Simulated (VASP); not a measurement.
# Si24HO47 (a cell with a defect) in VASP: single point with PBEsol

Aim: the single point of Si24HO47 (a cell with a defect) with PBEsol.

All numbers are computed with VASP 6.6.1; they aren't measurements. Logs are shortened: lines on timing, memory, paths and dates and some standing lists are left out, and cuts for length are marked.

### Step 1. The cell of the first run

The cell holds a defect, 72 atoms: a = 9.902 Å, b = 9.902 Å, c = 10.886 Å, α = 90.00°, β = 90.00°, γ = 120.00°.

### Step 2. Single point, PBEsol

INCAR

```
PREC = Accurate
ENCUT = 520
EDIFF = 1E-6
ISMEAR = -1
SIGMA = 0.05
LREAL = Auto
LASPH = T
NELM = 100
ALGO = Normal
ISIF = 2
LWAVE = F
LCHARG = F
GGA = PS
NBANDS = 232
NELECT = 380.0
ISYM = 0
```

KPOINTS

```
Automatic mesh
0
Gamma
  1 1 1
  0.25 0.25 0.25
```

POSCAR

```
Si24HO47
1.0
    9.9016390000      0.0000000000      0.0000000000
   -4.9508190000      8.5750710000      0.0000000000
    0.0000000000      0.0000000000     10.8858800000
Si O H
24 47 1
Direct
    0.2322410000      0.9899570000      0.1613700000
    0.2433800000      0.0115550000      0.6585900000
    0.2322850000      0.4940230000      0.1657200000
    0.2330840000      0.5018140000      0.6586870000
    0.7447150000      0.9951070000      0.1682010000
    0.7334220000      0.0012170000      0.6629030000
    0.7209950000      0.4905380000      0.1719920000
    0.7445170000      0.5032170000      0.6674500000
    0.0055250000      0.2325190000      0.3353450000
    0.9985340000      0.2399830000      0.8310770000
    0.9945460000      0.7284220000      0.3310050000
    0.0109430000      0.7440860000      0.8279080000
    0.4603720000      0.2335910000      0.3416410000
    0.5036380000      0.2327320000      0.8356140000
    0.4986120000      0.7310350000      0.3344970000
    0.5019790000      0.7273050000      0.8273660000
    0.2578020000      0.2548000000      0.9977320000
    0.3075070000      0.2898970000      0.4907040000
    0.2688870000      0.7601470000      0.9953890000
    0.2609360000      0.7643830000      0.4992040000
    0.7619870000      0.2579970000      0.0053290000
    0.7492070000      0.2601420000      0.4956480000
    0.7662510000      0.7586380000      0.9961680000
    0.7661500000      0.7655370000      0.5002120000
    0.1941350000      0.1159810000      0.0984960000
    0.2233670000      0.1471220000      0.5972140000
    0.2050350000      0.6259800000      0.1005070000
    0.2077400000      0.6451770000      0.6145700000
    0.7138570000      0.1283900000      0.1119930000
    0.6955990000      0.1278800000      0.6031050000
    0.7057890000      0.6287990000      0.1042290000
    0.7195540000      0.6408430000      0.6110220000
    0.3647510000      0.0667650000      0.2650160000
    0.3774250000      0.0769980000      0.7649320000
    0.3683740000      0.5727910000      0.2687780000
    0.3708140000      0.5676090000      0.7635250000
    0.8828950000      0.0669100000      0.2690070000
    0.8643120000      0.0792970000      0.7698840000
    0.8550380000      0.5652270000      0.2778060000
    0.8840260000      0.5811510000      0.7674400000
    0.4206930000      0.2843810000      0.9394960000
    0.4207770000      0.7893940000      0.4371800000
    0.4294910000      0.7826550000      0.9374760000
    0.9020650000      0.2749420000      0.4281620000
    0.9248450000      0.2953710000      0.9406020000
    0.9256200000      0.7969640000      0.4337260000
    0.9305020000      0.7916010000      0.9374160000
    0.1465580000      0.2175190000      0.3919210000
    0.1288680000      0.2055630000      0.8896140000
    0.1252230000      0.6983990000      0.3946590000
    0.1424390000      0.7116700000      0.8861190000
    0.6028360000      0.2150960000      0.4066730000
    0.6266920000      0.1928710000      0.9011220000
    0.6259100000      0.6973060000      0.3998750000
    0.6365770000      0.6998270000      0.8872160000
    0.0700230000      0.3673190000      0.2280890000
    0.0736560000      0.3742840000      0.7275770000
    0.0702120000      0.8509040000      0.2181030000
    0.0826940000      0.8814840000      0.7254230000
    0.5555170000      0.3684460000      0.2325190000
    0.5926130000      0.3762540000      0.7413090000
    0.5830940000      0.8650210000      0.2308170000
    0.5751370000      0.8631480000      0.7238060000
    0.2886250000      0.4152370000      0.0617670000
    0.2691890000      0.4330390000      0.5387770000
    0.2981260000      0.9217080000      0.0554550000
    0.2928800000      0.9302800000      0.5514270000
    0.7802570000      0.4145320000      0.0672690000
    0.7990640000      0.4264560000      0.5611770000
    0.7925920000      0.9199850000      0.0554230000
    0.7942570000      0.9291410000      0.5565520000
    0.4688600000      0.3846720000      0.5507410000
```

Potentials or basis: VASP PAW PBE potentials, release 64 (Si, O, H).

Command:

```console
$ cat potpaw_PBE.64/Si/POTCAR potpaw_PBE.64/O/POTCAR potpaw_PBE.64/H/POTCAR > POTCAR
$ mpirun -np 1 vasp_std > vasp.out
```

OUTCAR:

```text
PREC = Accurate
   ENCUT = 520
   EDIFF = 1E-6
   ISMEAR = -1
   LREAL = Auto
   LASPH = T
   NELM = 100
   ISIF = 2
   GGA = PS
   NELECT = 380.0
   ISYM = 0

 ion  position               nearest neighbor table
   1  0.232  0.990  0.161-  33 1.60  25 1.62  58 1.63  66 1.63  13 3.05  19 3.07  17 3.07  11 3.09

   2  0.243  0.012  0.659-  26 1.60  67 1.63  34 1.63  59 1.63  20 3.08  14 3.08  18 3.10  12 3.10

   3  0.232  0.494  0.166-  56 1.61  35 1.62  64 1.62  27 1.62   9 3.06  19 3.09  17 3.10  15 3.11

   4  0.233  0.502  0.659-  65 1.59  57 1.63  28 1.63  36 1.64  20 3.02  16 3.08  10 3.10  18 3.14

   5  0.745  0.995  0.168-  37 1.62  29 1.62  62 1.62  70 1.62   9 3.07  21 3.08  23 3.09  15 3.11

   6  0.733  0.001  0.663-  30 1.61  63 1.62  38 1.62  71 1.63  24 3.07  22 3.08  16 3.10  10 3.10

   7  0.721  0.491  0.172-  60 1.61  31 1.63  68 1.63  39 1.63  11 3.08  21 3.11  23 3.12
   8  0.745  0.503  0.667-  61 1.61  69 1.62  40 1.62  32 1.62  22 3.07  12 3.07  24 3.09  14 3.13

   9  0.006  0.233  0.335-  48 1.60  44 1.64  37 1.64  56 1.64   3 3.06   5 3.07
  10  0.999  0.240  0.831-  57 1.61  38 1.62  49 1.62  45 1.63  17 3.09  21 3.09   4 3.10   6 3.10

  11  0.995  0.728  0.331-  39 1.62  50 1.62  58 1.62  46 1.62  24 3.08  20 3.08   7 3.08   1 3.09

  12  0.011  0.744  0.828-  40 1.61  51 1.62  59 1.62  47 1.63   8 3.07  19 3.08  23 3.10   2 3.10

  13  0.460  0.234  0.342-  33 1.66  52 1.67  60 1.68  18 2.47   1 3.05
  14  0.504  0.233  0.836-  61 1.61  34 1.61  53 1.62  41 1.62  21 3.06   2 3.08  17 3.10   8 3.13

  15  0.499  0.731  0.334-  35 1.62  42 1.62  62 1.62  54 1.62  24 3.08  20 3.10   3 3.11   5 3.11

  16  0.502  0.727  0.827-  36 1.62  63 1.62  55 1.62  43 1.63   4 3.08  23 3.08  19 3.09   6 3.10

  17  0.258  0.255  0.998-  41 1.62  64 1.62  25 1.62  49 1.62   1 3.07  10 3.09   3 3.10  14 3.10

  18  0.308  0.290  0.491-  72 1.54  26 1.69  65 1.72  48 1.75  13 2.47   2 3.10   4 3.14
  19  0.269  0.760  0.995-  66 1.61  51 1.62  43 1.62  27 1.62   1 3.07  12 3.08  16 3.09   3 3.09

  20  0.261  0.764  0.499-  67 1.61  28 1.62  42 1.62  50 1.63   4 3.02   2 3.08  11 3.08  15 3.10

  21  0.762  0.258  0.005-  68 1.62  29 1.62  53 1.62  45 1.62  14 3.06   5 3.08  10 3.09   7 3.11

  22  0.749  0.260  0.496-  52 1.61  44 1.62  69 1.63  30 1.63   8 3.07   6 3.08
  23  0.766  0.759  0.996-  70 1.62  31 1.62  47 1.62  55 1.63  16 3.08   5 3.09  12 3.10   7 3.12

  24  0.766  0.766  0.500-  46 1.62  32 1.62  71 1.62  54 1.62   6 3.07  11 3.08  15 3.08   8 3.09

  25  0.194  0.116  0.098-  17 1.62   1 1.62
  26  0.223  0.147  0.597-   2 1.60  18 1.69
  27  0.205  0.626  0.101-  19 1.62   3 1.62
  28  0.208  0.645  0.615-  20 1.62   4 1.63
  29  0.714  0.128  0.112-  21 1.62   5 1.62
  30  0.696  0.128  0.603-   6 1.61  22 1.63
[... 39 lines left out ...]
  70  0.793  0.920  0.055-  23 1.62   5 1.62
  71  0.794  0.929  0.557-  24 1.62   6 1.63
  72  0.469  0.385  0.551-  18 1.54

IMPORTANT INFORMATION: All symmetrisations will be switched off!
NOSYMM: (Re-)initialisation of all symmetry stuff for point group C_1.

----------------------------------------------------------------------------------------

                                     Primitive cell

  volume of cell :     924.2902

  direct lattice vectors                    reciprocal lattice vectors
     9.901639000  0.000000000  0.000000000     0.100993381  0.058308549  0.000000000
    -4.950819000  8.575071000  0.000000000     0.000000000  0.116617110  0.000000000
     0.000000000  0.000000000 10.885880000     0.000000000  0.000000000  0.091862119

  length of vectors
     9.901639000  9.901638825 10.885880000     0.116617108  0.116617110  0.091862119

  position of ions in fractional coordinates (direct lattice)
     0.232241000  0.989957000  0.161370000
     0.243380000  0.011555000  0.658590000
     0.232285000  0.494023000  0.165720000
[... 158 lines left out ...]
     0.000000000  0.000000000  0.091862119     0.000000000  0.000000000  1.000000000

  Length of vectors
     0.116617108  0.116617110  0.091862119

  Shift w.r.t. Gamma in fractional coordinates (k-lattice)
     0.250000000  0.250000000  0.250000000

 Subroutine IBZKPT returns following result:
 ===========================================

 Found      6 irreducible k-points:

 Following reciprocal coordinates:
            Coordinates               Weight
  0.250000  0.250000  0.250000      2.000000
 -0.250000  0.500000  0.250000      2.000000
  0.500000  0.250000  0.250000      2.000000
 -0.250000 -0.250000  0.250000      2.000000
  0.250000  0.500000  0.250000      2.000000
  0.500000 -0.250000  0.250000      2.000000
   k-points           NKPTS =      6   k-points in BZ     NKDIM =      6   number of bands    NBANDS=    232
   number of dos      NEDOS =    301   number of ions     NIONS =     72
   total plane-waves  NPLWV = 537600
   dimension x,y,z NGX =    80 NGY =   80 NGZ =   84
   dimension x,y,z NGXF=   160 NGYF=  160 NGZF=  168
   ions per type =              24  47   1
   NGX,Y,Z   is equivalent  to a cutoff of  13.43, 13.43, 12.83 a.u.
   NGXF,Y,Z  is equivalent  to a cutoff of  26.86, 26.86, 25.66 a.u.
 SYSTEM =  unknown system
   PREC   = accura    normal or accurate (medium, high low for compatibility)
   ISTART =      0    job   : 0-new  1-cont  2-samecut
   ICHARG =      2    charge: 1-file 2-atom 10-const
   ISPIN  =      1    spin polarized calculation?
   LNONCOLLINEAR =      F non collinear calculations
   LSORBIT =      F    spin-orbit coupling
   LASPH  =      T    aspherical Exc in radial PAW
   ENCUT  =  520.0 eV  38.22 Ry    6.18 a.u.  18.41 18.41 20.24*2*pi/ulx,y,z
   NELM   =    100;   NELMIN=  2; NELMDL= -5     # of ELM steps
   EDIFF  = 0.1E-05   stopping-criterion for ELM
   LREAL  =      T    real-space projection
   EDIFFG = 0.1E-04   stopping-criterion for IOM
   NSW    =      0    number of steps for IOM
   IBRION =     -1    ionic relax: 0-MD 1-quasi-New 2-CG
   NFREE  =      0    steps in history (QN), initial steepest desc. (CG)
   ISIF   =      2    stress and relaxation
   ISYM   =      0    0-nonsym 1-usesym 2-fastsym
   POTIM  = 0.5000    time-step for ionic-motion
   TEBEG  =    0.0;   TEEND  =   0.0 temperature during run
   PSTRESS=    0.0 pullay stress
   NELECT =     380.0000    total number of electrons
   NUPDOWN=      -1.0000    fix difference up-down
   EMIN   =  10.00;   EMAX   =-10.00  energy-range for DOS
   EFERMI =   0.00;   METHOD = LEGACY
   ISMEAR =    -1;   SIGMA  =   0.05  broadening in eV -4-tet -1-fermi 0-gaus
   EFERMI_NEDOS =   21; number of points for ismear=-14 and -15
   IALGO  =     38    algorithm
   IMIX   =      4    mixing-type and parameters
     AMIX     =   0.40;   BMIX     =  1.00
     AMIX_MAG =   1.60;   BMIX_MAG =  1.00
  volume/ion in A,a.u.               =      12.84        86.63
  Fermi-wavevector in a.u.,A,eV,Ry     =   1.217306  2.300376 20.161588  1.481835
  Thomas-Fermi vector in A             =   2.352631
   LORBIT       =      0    0 simple, 1 ext, 2 COOP (PROOUT), +10 PAW based schemes
   GGA     = PS    functional components
   LHFCALC =     F    Hartree Fock is set to
   AEXX    =    0.0000 exact exchange contribution
   IVDW    =     0    specifies the selected vdW correction
   LEPSILON=     F    determine dielectric tensor
   LRPA    =     F    only Hartree local field effects (RPA)
 non-spin polarized calculation
  energy-cutoff  :      520.00
  volume of cell :      924.29
 maximum number of plane-waves:     24895
 NGX is ok and might be reduce to    80
   NGX = 37   NGY = 37   NGZ = 41

 number of electron     379.9999980 magnetization

 Free energy of the ion-electron system (eV)
  ---------------------------------------------------
  ext. energy  EPLUGINS =         0.00000000
  ---------------------------------------------------
  free energy    TOTEN  =      -579.07328081 eV

  energy without entropy =     -579.07328081  energy(sigma->0) =     -579.07328081

 E-fermi :   4.8478     XC(G=0):  -9.3354

 val. band max:        3.5732557546   @ k =   0.5000   0.2500   0.2500
 cond. band min:       7.1627130761   @ k =   0.2500   0.5000   0.2500
 fundamental gap:      3.5894573215
 Fermi energy:         4.8477815513

 k-point     1 :       0.2500    0.2500    0.2500
  band No.  band energies     occupation
      1     -18.3578      2.00000
      2     -18.2211      2.00000
      3     -18.1771      2.00000
      4     -18.1277      2.00000
      5     -18.0292      2.00000
      6     -17.9202      2.00000
[... 1219 lines left out ...]
    201       9.3505      0.00000
    202       9.5581      0.00000
 [bands above 202 left out]

------------------------ aborting loop because EDIFF is reached ----------------------------------------

  FORCE on cell =-STRESS in cart. coord.  units (eV):
  Direction    XX          YY          ZZ          XY          YZ          ZX
  --------------------------------------------------------------------------------------
  -------------------------------------------------------------------------------------
  Total        4.8973012     13.0711907     10.5820489     -1.0472323      2.6530919      2.8881023
  in kB        8.4890491     22.6577812     18.3430687     -1.8152868      4.5989059      5.0062761
  external PRESSURE =      16.4966330 kB  Pullay stress =       0.0000000 kB

 VOLUME and BASIS-vectors are now :
 -----------------------------------------------------------------------------
  energy-cutoff  :      520.00
  volume of cell :      924.29
      direct lattice vectors                 reciprocal lattice vectors
     9.901639000  0.000000000  0.000000000     0.100993381  0.058308549  0.000000000
    -4.950819000  8.575071000  0.000000000     0.000000000  0.116617110  0.000000000
     0.000000000  0.000000000 10.885880000     0.000000000  0.000000000  0.091862119

 POSITION                                       TOTAL-FORCE (eV/Angst)
 -----------------------------------------------------------------------------------
     -2.60153      8.48895      1.75665        -0.010749     -0.010612     -0.018690
      2.35265      0.09908      7.16933         0.000383     -0.013046      0.019310
     -0.14582      4.23628      1.80401        -0.004033      0.005990      0.005812
     -0.17648      4.30309      7.17039        -0.055831      0.003376      0.040063
      2.44730      8.53311      1.83102        -0.029987     -0.009951     -0.015931
      7.25605      0.01044      7.21628        -0.013144     -0.011044      0.010057
[... 64 lines left out ...]
      3.26444      7.96745      6.05856        -0.007564      0.012433     -0.012034
      2.73804      3.29859      5.99530         0.013389      0.005723      0.017866
 -----------------------------------------------------------------------------------
    total drift:                               -0.001058      0.001301     -0.020595

  FREE ENERGIE OF THE ION-ELECTRON SYSTEM (eV)
  ---------------------------------------------------
  free  energy   TOTEN  =      -579.0732808063 eV

  energy  without entropy=     -579.0732808063  energy(sigma->0) =     -579.07328081
```

It took 54 min on 1 thread of Intel Xeon Platinum 8259CL at 2.50GHz (Skylake/Cascade Lake), shared host; peak memory 1.5 GiB.

Results:

| Quantity | Value |
| --- | --- |
| Free energy | -579.0733 eV |
| Largest force | 0.095 eV/Å |

Forces in eV/Å, atoms in the order of the input:
```
Si  -0.011 -0.011 -0.019
Si   0.000 -0.013  0.019
Si  -0.004  0.006  0.006
Si  -0.056  0.003  0.040
Si  -0.030 -0.010 -0.016
Si  -0.013 -0.011  0.010
Si  -0.013 -0.005  0.005
Si  -0.007  0.004  0.000
Si  -0.017 -0.012 -0.003
Si  -0.005 -0.019  0.012
Si   0.009 -0.012 -0.014
Si   0.008 -0.001  0.022
Si  -0.034  0.006  0.038
Si   0.009 -0.012 -0.001
Si  -0.005 -0.016  0.017
Si   0.023 -0.005 -0.007
Si   0.013  0.023 -0.001
Si   0.013  0.009 -0.047
Si   0.011  0.007  0.002
Si   0.012  0.009 -0.011
Si   0.005  0.009  0.013
Si   0.024  0.023 -0.011
Si   0.013  0.003 -0.002
Si   0.020  0.026 -0.002
O   -0.019 -0.002  0.012
O   -0.041  0.054 -0.030
O   -0.016  0.013  0.006
O   -0.017  0.004  0.023
O   -0.008  0.013  0.003
O   -0.017  0.013  0.005
O   -0.018  0.009  0.005
O   -0.028  0.000  0.017
O    0.022 -0.003  0.021
O    0.005 -0.024 -0.007
O    0.007 -0.020 -0.002
O   -0.003 -0.033 -0.006
O    0.025 -0.001  0.033
O    0.010 -0.010  0.000
O    0.008 -0.017  0.011
O    0.006 -0.021 -0.002
O    0.013 -0.001  0.011
O    0.010  0.008  0.002
O    0.017  0.007  0.014
O   -0.003  0.014  0.012
O    0.009  0.009 -0.001
O    0.013  0.003  0.012
O    0.015  0.001  0.007
O    0.078  0.004  0.039
O    0.013 -0.014 -0.009
O    0.020 -0.011 -0.006
O    0.019 -0.011 -0.009
O   -0.030 -0.023 -0.026
O    0.011 -0.015  0.000
O    0.020 -0.020 -0.005
O    0.013 -0.007 -0.003
O   -0.039 -0.017 -0.002
O    0.003  0.024 -0.012
O   -0.020 -0.007 -0.009
O   -0.017  0.016 -0.017
O   -0.020 -0.017  0.001
O   -0.016  0.001 -0.004
O   -0.005  0.003 -0.010
O   -0.021 -0.003  0.002
O   -0.003  0.014 -0.016
O    0.045 -0.045 -0.070
O   -0.006  0.016 -0.006
O   -0.003  0.023 -0.008
O   -0.006  0.021 -0.011
O    0.004  0.011 -0.018
O   -0.003  0.024 -0.005
O   -0.008  0.012 -0.012
H    0.013  0.006  0.018
```

Caveat: the cell carries a net charge on a neutralising background, which shifts energy and pressure; the cell is charged against a uniform background, so pressure and absolute levels hang on convention; the PAW data sets were made with another functional, which shifts forces and pressure a little.
